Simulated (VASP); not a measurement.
A run of VASP 6.6.1:

The input INCAR:

```
SYSTEM = Ca
PREC = Accurate ; ENCUT = 520
EDIFF = 1E-6 ; ISMEAR = 0
SIGMA = 0.1 ; LREAL = .False.
LASPH = .True. ; NELM = 100
ALGO = Normal ; ISIF = 2
LWAVE = .False. ; LCHARG = .False.
GGA = PE ; NBANDS = 11
```

The input KPOINTS:

```
Automatic mesh
0
Gamma
  14 14 14
  0 0 0
```

The input POSCAR:

```
Ca
1.0
    0.0000000000      2.8165746541      2.8165746541
    2.8165746541      0.0000000000      2.8165746541
    2.8165746541      2.8165746541      0.0000000000
Ca
1
Direct
    0.0000000000      0.0000000000      0.0000000000
```

Potentials or basis: VASP PAW PBE potentials, release 64 (Ca_sv).

Run with:

```console
$ cat potpaw_PBE.64/Ca_sv/POTCAR > POTCAR
$ mpirun -np 1 vasp_std > vasp.out
```

Hardware: 1 thread of Intel Xeon 6975P-C, with other jobs on the host.

Question: Estimate the wall time of this run.

Answer: Run time: 29 s on 1 thread of Intel Xeon 6975P-C, with other jobs on the host, peak memory 0.2 GiB. Counts: scf iterations 10, k points 104.
